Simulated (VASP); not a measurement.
# MoS2 (P-3m1) in VASP: a series of runs

MoS2 is run at these levels: LDA; tasks: single point.

All numbers are computed with VASP 6.6.1; they aren't measurements. Logs are shortened: lines on timing, memory, paths and dates and some standing lists are left out, and cuts for length are marked.

**1. The cell of the first run**

It takes space group P-3m1 (No. 164, trigonal). Conventional cell: a = 3.227 Å, b = 3.227 Å, c = 6.312 Å, α = 90.00°, β = 90.00°, γ = 120.00°. Mo (site symmetry -3m) has 6 S at 2.42 Å within 3.2 Å. Within 3.2 Å of S (site symmetry 3m) lie 3 Mo at 2.42 Å.

**2. Single point, LDA**

Input file INCAR:

```
SYSTEM = MoS2
PREC = Accurate ; ENCUT = 520
EDIFF = 1E-7 ; ISMEAR = -1
SIGMA = 0.1 ; LREAL = .FALSE.
LASPH = .TRUE. ; NELM = 80
ALGO = Normal ; ISIF = 2
LWAVE = .FALSE. ; LCHARG = .TRUE.
LELF = .TRUE. ; LVHAR = .TRUE.
NBANDS = 20
```

Input file KPOINTS:

```
Automatic mesh
0
G
  9 9 4
  0 0 0
```

Input file POSCAR:

```
MoS2
1.0
    3.2274650000      0.0000000000      0.0000000000
   -1.6137320000      2.7950660000      0.0000000000
    0.0000000000      0.0000000000      6.3124730000
Mo S
1 2
Direct
    0.0000000000      0.0000000000      0.5000000000
    0.3333333333      0.6666666667      0.2553190000
    0.6666666667      0.3333333333      0.7446810000
```

Potentials or basis: VASP PAW LDA potentials, release 64 (Mo_sv, S).

Run with:

```console
$ cat potpaw_LDA.64/Mo_sv/POTCAR potpaw_LDA.64/S/POTCAR > POTCAR
$ mpirun -np 1 vasp_std > vasp.out
```

OUTCAR:

```text
SYSTEM = MoS2
   PREC = Accurate
   ENCUT = 520
   EDIFF = 1E-7
   ISMEAR = -1
   LREAL = .FALSE.
   LASPH = .TRUE.
   NELM = 80
   ISIF = 2

 ion  position               nearest neighbor table
   1  0.000  0.000  0.500-   2 2.42   3 2.42   3 2.42   2 2.42   3 2.42   2 2.42
   2  0.333  0.667  0.255-   1 2.42   1 2.42   1 2.42
   3  0.667  0.333  0.745-   1 2.42   1 2.42   1 2.42

  LATTYP: Found a hexagonal cell.
 ALAT       =     3.2274650000
 C/A-ratio  =     1.9558610241

  Lattice vectors:

 A1 = (   3.2274650000,   0.0000000000,   0.0000000000)
 A2 = (  -1.6137320000,   2.7950660000,   0.0000000000)
 A3 = (   0.0000000000,   0.0000000000,   6.3124730000)

Analysis of symmetry for initial positions (statically):
=====================================================================
 Subroutine PRICEL returns:
 Original cell was already a primitive cell.

 Routine SETGRP: Setting up the symmetry group for a
 hexagonal supercell.

 Subroutine GETGRP returns: Found 12 space group operations
 (whereof 12 operations were pure point group operations)
 out of a pool of 24 trial point group operations.

The static configuration has the point symmetry D_3d.

Analysis of symmetry for dynamics (positions and initial velocities):
=====================================================================
 Subroutine PRICEL returns:
 Original cell was already a primitive cell.

 Routine SETGRP: Setting up the symmetry group for a
 hexagonal supercell.

 Subroutine GETGRP returns: Found 12 space group operations
 (whereof 12 operations were pure point group operations)
 out of a pool of 24 trial point group operations.

The dynamic configuration has the point symmetry D_3d.

 Subroutine INISYM returns: Found 12 space group operations
 (whereof 12 operations are pure point group operations),
 and found     1 'primitive' translations

----------------------------------------------------------------------------------------

                                     Primitive cell

  volume of cell :      56.9447

  direct lattice vectors                    reciprocal lattice vectors
     3.227465000  0.000000000  0.000000000     0.309840695  0.178886597  0.000000000
    -1.613732000  2.795066000  0.000000000     0.000000000  0.357773305  0.000000000
     0.000000000  0.000000000  6.312473000     0.000000000  0.000000000  0.158416519

  length of vectors
     3.227465000  3.227464161  6.312473000     0.357773212  0.357773305  0.158416519

  position of ions in fractional coordinates (direct lattice)
     0.000000000  0.000000000  0.500000000
     0.333333333  0.666666667  0.255319000
     0.666666667  0.333333333  0.744681000

  ion indices of the primitive-cell ions
   primitive index   ion index
                 1           1
                 2           2
                 3           3

----------------------------------------------------------------------------------------

 KPOINTS: Automatic mesh

Automatic generation of k-mesh.
 Grid dimensions read from file:
 generate k-points for:    9    9    4

 Generating k-lattice:

  Cartesian coordinates                     Fractional coordinates (reciprocal lattice)
     0.034426744  0.019876289  0.000000000     0.111111111 -0.000000000  0.000000000
     0.000000000  0.039752589  0.000000000     0.000000000  0.111111111  0.000000000
     0.000000000  0.000000000  0.039604130     0.000000000  0.000000000  0.250000000

  Length of vectors
     0.039752579  0.039752589  0.039604130

  Shift w.r.t. Gamma in fractional coordinates (k-lattice)
     0.000000000  0.000000000  0.000000000

 Subroutine IBZKPT returns following result:
 ===========================================

 Found     43 irreducible k-points:

 Following reciprocal coordinates:
            Coordinates               Weight
  0.000000  0.000000  0.000000      1.000000
  0.111111  0.000000  0.000000      6.000000
  0.222222 -0.000000  0.000000      6.000000
  0.333333  0.000000  0.000000      6.000000
  0.444444 -0.000000  0.000000      6.000000
  0.111111  0.111111  0.000000      6.000000
[... 16 lines left out ...]
  0.222222  0.111111  0.250000     12.000000
 -0.111111  0.333333  0.250000     12.000000
 [... further k-points ...]
   k-points           NKPTS =     43   k-points in BZ     NKDIM =     43   number of bands    NBANDS=     20
   number of dos      NEDOS =    301   number of ions     NIONS =      3
   total plane-waves  NPLWV =  27648
   dimension x,y,z NGX =    24 NGY =   24 NGZ =   48
   dimension x,y,z NGXF=    48 NGYF=   48 NGZF=   96
   ions per type =               1   2
   NGX,Y,Z   is equivalent  to a cutoff of  12.36, 12.36, 12.64 a.u.
   NGXF,Y,Z  is equivalent  to a cutoff of  24.72, 24.72, 25.28 a.u.
 SYSTEM =  MoS2
   PREC   = accura    normal or accurate (medium, high low for compatibility)
   ISTART =      0    job   : 0-new  1-cont  2-samecut
   ICHARG =      2    charge: 1-file 2-atom 10-const
   ISPIN  =      1    spin polarized calculation?
   LNONCOLLINEAR =      F non collinear calculations
   LSORBIT =      F    spin-orbit coupling
   LASPH  =      T    aspherical Exc in radial PAW
   ENCUT  =  520.0 eV  38.22 Ry    6.18 a.u.   6.00  6.00 11.74*2*pi/ulx,y,z
   NELM   =     80;   NELMIN=  2; NELMDL= -5     # of ELM steps
   EDIFF  = 0.1E-06   stopping-criterion for ELM
   LREAL  =      F    real-space projection
   EDIFFG = 0.1E-05   stopping-criterion for IOM
   NSW    =      0    number of steps for IOM
   IBRION =     -1    ionic relax: 0-MD 1-quasi-New 2-CG
   NFREE  =      0    steps in history (QN), initial steepest desc. (CG)
   ISIF   =      2    stress and relaxation
   ISYM   =      2    0-nonsym 1-usesym 2-fastsym
   POTIM  = 0.5000    time-step for ionic-motion
   TEBEG  =    0.0;   TEEND  =   0.0 temperature during run
   PSTRESS=    0.0 pullay stress
   NELECT =      26.0000    total number of electrons
   NUPDOWN=      -1.0000    fix difference up-down
   EMIN   =  10.00;   EMAX   =-10.00  energy-range for DOS
   EFERMI =   0.00;   METHOD = LEGACY
   ISMEAR =    -1;   SIGMA  =   0.10  broadening in eV -4-tet -1-fermi 0-gaus
   EFERMI_NEDOS =   21; number of points for ismear=-14 and -15
   IALGO  =     38    algorithm
   IMIX   =      4    mixing-type and parameters
     AMIX     =   0.40;   BMIX     =  1.00
     AMIX_MAG =   1.60;   BMIX_MAG =  1.00
  volume/ion in A,a.u.               =      18.98       128.09
  Fermi-wavevector in a.u.,A,eV,Ry     =   1.260612  2.382212 21.621611  1.589144
  Thomas-Fermi vector in A             =   2.394113
   LORBIT       =      0    0 simple, 1 ext, 2 COOP (PROOUT), +10 PAW based schemes
   GGA     = CA    functional components
   LHFCALC =     F    Hartree Fock is set to
   AEXX    =    0.0000 exact exchange contribution
   IVDW    =     0    specifies the selected vdW correction
   LEPSILON=     F    determine dielectric tensor
   LRPA    =     F    only Hartree local field effects (RPA)
 non-spin polarized calculation
  energy-cutoff  :      520.00
  volume of cell :       56.94
 maximum number of plane-waves:      1557
   NGX = 13   NGY = 13   NGZ = 23

 number of electron      26.0000001 magnetization

 Free energy of the ion-electron system (eV)
  ---------------------------------------------------
  ext. energy  EPLUGINS =         0.00000000
  ---------------------------------------------------
  free energy    TOTEN  =       -23.56644127 eV

  energy without entropy =      -23.52552223  energy(sigma->0) =      -23.54598175

 E-fermi :   6.7329     XC(G=0): -10.7686

 val. band max:        6.7313135573   @ k =   0.1111   0.0000   0.0000
 cond. band min:       6.7462392949   @ k =   0.3333   0.2222   0.0000
 fundamental gap:      0.0149257376
 Fermi energy:         6.7328759069

 k-point     1 :       0.0000    0.0000    0.0000
  band No.  band energies     occupation
      1     -54.6683      2.00000
      2     -28.8988      2.00000
      3     -28.8592      2.00000
      4     -28.8592      2.00000
      5      -7.9994      2.00000
      6      -6.5315      2.00000
[... 12 lines left out ...]
     19      12.7692      0.00000
     20      16.3113      0.00000

 k-point     2 :       0.1111    0.0000    0.0000
  band No.  band energies     occupation
      1     -54.6645      2.00000
      2     -28.8989      2.00000
      3     -28.8910      2.00000
      4     -28.8683      2.00000
      5      -7.8132      2.00000
      6      -6.4930      2.00000
[... 12 lines left out ...]
     19      13.6529      0.00000
     20      15.8138      0.00000

 k-point     3 :       0.2222   -0.0000    0.0000
  band No.  band energies     occupation
      1     -54.6549      2.00000
      2     -28.9979      2.00000
      3     -28.8912      2.00000
      4     -28.8715      2.00000
      5      -7.3058      2.00000
      6      -6.3874      2.00000
[... 12 lines left out ...]
     19      14.3997      0.00000
     20      15.2253      0.00000

 k-point     4 :       0.3333    0.0000    0.0000
  band No.  band energies     occupation
      1     -54.6440      2.00000
      2     -29.1086      2.00000
      3     -28.9170      2.00000
      4     -28.8491      2.00000
      5      -6.6883      2.00000
      6      -6.1910      2.00000
[... 12 lines left out ...]
     19      13.7428      0.00000
     20      14.4832      0.00000

 k-point     5 :       0.4444   -0.0000    0.0000
  band No.  band energies     occupation
      1     -54.6369      2.00000
      2     -29.1798      2.00000
      3     -28.9338      2.00000
      4     -28.8344      2.00000
      5      -6.4183      2.00000
      6      -5.8073      2.00000
[... 12 lines left out ...]
     19      13.4564      0.00000
     20      14.7454      0.00000
[... 353 lines left out ...]
      6      -5.8019      2.00000
[... 12 lines left out ...]
     19      13.0688      0.00000
     20      14.0111      0.00000

 k-point    22 :       0.1111    0.1111    0.2500
  band No.  band energies     occupation
      1     -54.6578      2.00000
      2     -28.9645      2.00000
      3     -28.8883      2.00000
      4     -28.8770      2.00000
      5      -7.3856      2.00000
      6      -6.5345      2.00000
[... 12 lines left out ...]
     19      14.9066      0.00000
     20      15.5579      0.00000

 k-point    23 :       0.2222    0.1111    0.2500
  band No.  band energies     occupation
      1     -54.6476      2.00000
      2     -29.0610      2.00000
      3     -28.9206      2.00000
      4     -28.8563      2.00000
      5      -6.8374      2.00000
      6      -6.3316      2.00000
[... 12 lines left out ...]
     19      14.4433      0.00000
     20      15.4835      0.00000

 k-point    24 :      -0.1111    0.3333    0.2500
  band No.  band energies     occupation
      1     -54.6476      2.00000
      2     -29.0610      2.00000
      3     -28.9206      2.00000
      4     -28.8563      2.00000
      5      -6.7823      2.00000
      6      -6.4007      2.00000
[... 12 lines left out ...]
     19      14.8796      0.00000
     20      15.1612      0.00000

 [... further k-points ...]
[... 5 lines left out ...]
  --------------------------------------------------------------------------------------
  -------------------------------------------------------------------------------------
  Total       -2.4313087     -2.4313076     -1.2903349     -0.0000004      0.0000000     -0.0000000
  in kB      -68.4065286    -68.4064953    -36.3044519     -0.0000122      0.0000000     -0.0000000
  external PRESSURE =     -57.7058253 kB  Pullay stress =       0.0000000 kB

 VOLUME and BASIS-vectors are now :
 -----------------------------------------------------------------------------
  energy-cutoff  :      520.00
  volume of cell :       56.94
      direct lattice vectors                 reciprocal lattice vectors
     3.227465000  0.000000000  0.000000000     0.309840695  0.178886597  0.000000000
    -1.613732000  2.795066000  0.000000000     0.000000000  0.357773305  0.000000000
     0.000000000  0.000000000  6.312473000     0.000000000  0.000000000  0.158416519

 POSITION                                       TOTAL-FORCE (eV/Angst)
 -----------------------------------------------------------------------------------
      0.00000      0.00000      3.15624         0.000000      0.000000      0.000000
      0.00000      1.86338      1.61169        -0.000000     -0.000000      0.132123
      1.61373      0.93169      4.70078        -0.000000      0.000000     -0.132123
 -----------------------------------------------------------------------------------
    total drift:                                0.000000      0.000000      0.000000

  FREE ENERGIE OF THE ION-ELECTRON SYSTEM (eV)
  ---------------------------------------------------
  free  energy   TOTEN  =       -23.5664412693 eV

  energy  without entropy=      -23.5255222303  energy(sigma->0) =      -23.54598175
```

Run time: 69 s. Hardware: 1 thread of AMD EPYC 7R13, shared host; peak memory 0.15 GiB.

What came out:

```yaml
Free_energy: -23.5664 eV
Pressure: -5.8 GPa
Largest_force: 0.132 eV/Å
Band_gap_on_the_k_mesh: zero (band 13 reaches 7.36 eV, above the bottom of band 14 at 6.40 eV)
```

Forces in eV/Å, atoms in the order of the input:
```
Mo   0.000  0.000  0.000
S    0.000  0.000  0.132
S    0.000  0.000 -0.132
```

**3. Single point, LDA**

Input file INCAR:

```
PREC = Accurate
ENCUT = 520
EDIFF = 1E-7
ISMEAR = -1
SIGMA = 0.1
LREAL = False
LASPH = True
NELM = 80
ALGO = Normal
ISIF = 2
LWAVE = False
LCHARG = False
GGA = CA
NBANDS = 20
```

Input file KPOINTS:

```
Automatic mesh
0
Gamma
  9 9 4
```

POSCAR is that of step 2.

Potentials or basis: VASP PAW LDA potentials, release 64 (Mo_sv, S).

Run with:

```console
$ cat potpaw_LDA.64/Mo_sv/POTCAR potpaw_LDA.64/S/POTCAR > POTCAR
$ mpirun -np 1 vasp_std > vasp.out
```

Run time: 55 s. Hardware: 1 thread of AMD EPYC 7R13, shared host; peak memory 0.15 GiB.

Results (log left out):

| Quantity | Value |
| --- | --- |
| Free energy | -23.5664 eV |
| Pressure | -5.8 GPa |
| Largest force | 0.132 eV/Å |
| Band gap on the k mesh | zero (band 13 reaches 7.36 eV, above the bottom of band 14 at 6.40 eV) |

Forces in eV/Å, atoms in the order of the input:
```
Mo   0.000  0.000  0.000
S    0.000  0.000  0.132
S    0.000  0.000 -0.132
```

Stress tensor (GPa, compression positive):
```
-6.84  0.00  0.00
 0.00 -6.84  0.00
 0.00  0.00 -3.63
```

Levels at points of the mesh, in eV from the Fermi level:
```csv
k point,band 10,band 11,band 12,band 13,band 14,band 15,band 16,band 17
"(0.00, 0.00, 0.00)",-1.78,-1.08,-0.94,-0.94,-0.27,-0.27,3.23,3.23
"(0.00, 0.00, 0.50)",-3.60,-0.95,-0.95,-0.34,-0.34,-0.04,3.39,3.39
```
